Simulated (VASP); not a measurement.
Crystal: GaP.

```xyz
4
Lattice="1.9430 1.1218 6.4308 -1.9430 1.1218 6.4308 0.0000 -2.2436 6.4308" Properties=species:S:1:pos:R:3 pbc="T T T"
Ga    0.0000    0.0000    8.3994
Ga    0.0000    0.0000   10.8930
P     0.0000    0.0000    1.1072
P     0.0000    0.0000   18.1853
```

Base run:

- Program: VASP 6.6.1
- Functional: r2SCAN
- Potentials or basis: VASP PAW PBE potentials, release 64 (Ga_d, P)
- Cutoff: 520 eV
- k mesh: 8 × 8 × 8
- Occupations: gaussian, width 0.01 eV
- Spin: no spin polarisation

Its results: band gap on the k mesh 1.08 eV (least direct gap 1.48 eV); pressure -2.5 GPa; largest force 0.061 eV/Å.

**Question.** After a change of settings the same cell gave: band gap on the k mesh 1.01 eV (least direct gap 1.45 eV); pressure 1.2 GPa; largest force 0.455 eV/Å. Which change was it?
A. k mesh from 8 × 8 × 8 to 7 × 7 × 7
B. k mesh from 8 × 8 × 8 to 3 × 3 × 3; further incar settings from ALGO = Normal; EDIFF = 1e-07; NBANDS = 26 to ALGO = Normal; EDIFF = 1e-06; NBANDS = 26
C. k mesh from 8 × 8 × 8 to 2 × 2 × 2

**Answer.** C.

Caveats: some runs use coarse meshes; the PAW data sets were made with another functional, which shifts forces and pressure a little.
